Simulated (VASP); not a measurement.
Runs of VASP 6.6.1 on Ge5W. The structure is that of space group P6/mmm (No. 191), or close to it. The cells are those of the table. 

```csv
task,cell,k mesh,cutoff (eV),gap on the mesh (eV),pressure (GPa),largest force (eV/Å)
single point,"a = 4.807, b = 4.807, c = 5.259 Å, angles 90.0, 90.0, 120.0°, 6 atoms",12 × 12 × 8,520,none,0.1,-
relaxation of cell and atoms,"relaxed from a = 4.646, b = 4.646, c = 6.306 Å, angles 90.0, 90.0, 120.0°, 6 atoms",6 × 6 × 4,600,none,0.0,0.04
single point,"a = 4.824, b = 4.824, c = 5.230 Å, angles 90.0, 90.0, 120.0°, 6 atoms",6 × 6 × 4,520,none,0.1,-
single point,"a = 4.646, b = 4.646, c = 6.306 Å, angles 90.0, 90.0, 120.0°, 6 atoms",6 × 6 × 4,520,none,(a),1.92
```

Alike in all rows: level PBE; potentials or basis VASP PAW PBE potentials, release 64 (Ge_d, W_sv); no spin polarisation; smearing gaussian 0.1 eV.

Q: Fill in the values left out.

A: (a) -3.2.

Caveats: spin-orbit coupling is left out, which moves the levels of the heavy elements; forces of over 1 eV/Å act on the atoms, so gaps and moduli don't describe the material at rest (some runs).

A k mesh can miss the band edges, and the runs leave out spin-orbit coupling on Ge, W.

A gap of «none» marks levels without a gap at the run's occupations.
